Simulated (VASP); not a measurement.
**Na: single point with PBE**

Na:

```
Na
1.0
    -2.30034    2.30034    1.79426
     2.30034   -2.30034    1.79426
     2.30034    2.30034   -1.79426
Na
1
Direct
  0.00000 0.00000 0.00000
```

This cell differs from its parent crystal: ratio of the length along z to the lengths across it x 0.78, volume and fractional coordinates fixed.

| Property | Result |
| --- | --- |
| Program | VASP 6.6.1 |
| Task | single point |
| Functional | PBE |
| Potentials or basis | VASP PAW PBE potentials, release 64 (Na_pv) |
| Cutoff | 520 eV |
| k mesh | 18 × 18 × 18 |
| Occupations | gaussian, width 0.15 eV |
| Spin | no spin polarisation |
| Dipole correction | no |
| Further INCAR settings | ALGO = Fast; EDIFF = 1e-06; NBANDS = 10 |

```json
{
  "Pressure": "-0.2 GPa",
  "Band gap on the k mesh": "zero (an odd number of electrons rules out a gap without spin polarisation)"
}
```

Stress tensor (GPa, compression positive):
```
-0.62  0.00  0.00
 0.00 -0.62  0.00
 0.00  0.00  0.72
```

Levels at points of the mesh, in eV from the Fermi level:
```
           k point  band 1  band 2  band 3  band 4  band 5  band 6  band 7  band 8
(0.00, 0.00, 0.00)  -24.95  -24.95  -24.95   -3.24    9.31   10.69   10.69   10.82
(0.50, 0.00, 0.00)  -24.99  -24.96  -24.95    1.18    1.72    7.30    8.22    8.31
(0.50, 0.50, 0.00)  -24.98  -24.95  -24.94    0.21    0.46   10.77   11.14   11.65
(0.50, 0.50, 0.50)  -24.97  -24.97  -24.96    3.52    3.52    3.56    4.37    8.14
```

Wall time 91 s on 1 thread of Intel(R) Xeon(R) Platinum 8259CL CPU @ 2.50GHz (Skylake/Cascade Lake) (shared host), peak memory 0.26 GiB.
